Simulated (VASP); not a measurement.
Bi:

```
Bi
1.0
    -2.00750    2.00750    2.00750
     2.00750   -2.00750    2.00750
     2.00750    2.00750   -2.00750
Bi
1
Direct
  0.00000 0.00000 0.00000
```

This cell differs from its parent crystal: volume scaled by 1.04.

Base run:

```yaml
Program: VASP 6.6.1
Functional: PBE
Potentials_or_basis: VASP PAW PBE potentials, release 64 (Bi_d)
Cutoff: 520 eV
k_mesh: 9 × 9 × 9
Occupations: fermi-dirac, width 0.05 eV
Spin: no spin polarisation
```

Its results: pressure -1.2 GPa.

Q: After a change of settings the same cell gave: pressure 2.8 GPa. Which change was it?
A. functional from PBE to r2SCAN
B. functional from PBE to BLYP; further incar settings from ALGO = Normal; EDIFF = 1e-06; NBANDS = 14 to ALGO = Fast; EDIFF = 1e-07; NBANDS = 14
C. functional from PBE to PBEsol; further incar settings from ALGO = Normal; EDIFF = 1e-06; NBANDS = 14 to ALGO = Fast; EDIFF = 1e-06; NBANDS = 14

A: B.

Caveats: the PAW data sets were made with another functional, which shifts forces and pressure a little (some runs).
